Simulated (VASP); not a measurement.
Ca:

```
Ca
1.0
     0.00000    2.79420    2.79420
     2.79420    0.00000    2.79420
     2.79420    2.79420    0.00000
Ca
1
Direct
  0.00000 0.00000 0.00000
```

Base run:

```yaml
Program: VASP 6.6.1
Functional: RPBE
Potentials_or_basis: VASP PAW PBE potentials, release 64 (Ca_sv)
Cutoff: 520 eV
k_mesh: 8 × 8 × 8
Occupations: gaussian, width 0.1 eV
Spin: no spin polarisation
```

Its results: band gap on the k mesh zero (band 5 reaches 2.16 eV, above the bottom of band 6 at 1.73 eV); pressure 0.3 GPa.

Task: The run is repeated on the same cell with these changes: functional from RPBE to PBEsol; occupations from gaussian, width 0.1 eV to fermi-dirac, width 0.05 eV. What comes out?

Result: Band gap on the k mesh zero (band 5 reaches 1.98 eV, above the bottom of band 6 at 1.58 eV); pressure -1.2 GPa.

Caveats: the PAW data sets were made with another functional, which shifts forces and pressure a little.
